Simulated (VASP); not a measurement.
Here is a VASP 6.6.1 calculation.

Contents of POSCAR:

```
BN
1.0
    0.0000000000      1.8255750000      1.8075000000
    1.8255750000      0.0000000000      1.8075000000
    1.8255750000      1.8255750000      0.0000000000
B N
1 1
Direct
    0.0000000000      0.0000000000      0.0000000000
    0.2500000000      0.2500000000      0.2500000000
```

File INCAR.step1:

```
SYSTEM = BN
PREC     = Accurate       ! precision mode
ENCUT    = 520            ! plane-wave cutoff, eV
ISMEAR   = 0              ! smearing method
SIGMA    = 0.05           ! smearing width, eV
LREAL    = .False.        ! projectors in reciprocal space
LASPH    = .True.         ! aspherical terms in the spheres
NELM     = 80             ! most SCF steps
NBANDS   = 11             ! bands
GGA      = PE             ! functional
ALGO     = Normal         ! electronic algorithm
EDIFF    = 1E-4           ! SCF threshold, eV
LWAVE    = .True.         ! write WAVECAR
LCHARG   = .False.        ! write CHGCAR
```

File INCAR.step2:

```
SYSTEM = BN
PREC     = Accurate       ! precision mode
ENCUT    = 520            ! plane-wave cutoff, eV
EDIFF    = 1E-6           ! SCF threshold, eV
ISMEAR   = 0              ! smearing method
SIGMA    = 0.05           ! smearing width, eV
LREAL    = .False.        ! projectors in reciprocal space
LASPH    = .True.         ! aspherical terms in the spheres
NELM     = 80             ! most SCF steps
ALGO     = Normal         ! electronic algorithm
ISIF     = 2              ! what is computed and relaxed
LWAVE    = .False.        ! write WAVECAR
LCHARG   = .False.        ! write CHGCAR
METAGGA  = R2SCAN         ! meta-GGA
LMIXTAU  = .True.       
NBANDS   = 11             ! bands
ISTART   = 1
```

KPOINTS

```
Automatic mesh
0
Gamma
  10 10 10
  0 0 0
```

Potentials or basis: VASP PAW PBE potentials, release 64 (B, N).

The run is started by

```sh
$ cat potpaw_PBE.64/B/POTCAR potpaw_PBE.64/N/POTCAR > POTCAR
$ cp INCAR.step1 INCAR
$ mpirun -np 1 vasp_std > vasp.out
$ cp INCAR.step2 INCAR
$ mpirun -np 1 vasp_std > vasp.out
```

**Question.** Estimate the band gap on the k mesh.

**Answer.** 4.77 eV, indirect (least direct gap 9.32 eV).

**Question.** Predict the pressure.

**Answer.** -8.1 GPa.

Stress tensor (GPa, compression positive):
```
-10.14   0.00   0.00
  0.00 -10.14   0.00
  0.00   0.00  -3.95
```

Caveat: the PAW data sets were made with another functional, which shifts forces and pressure a little. r2SCAN opens gaps a little over a GGA but as a rule still falls short of measured ones.
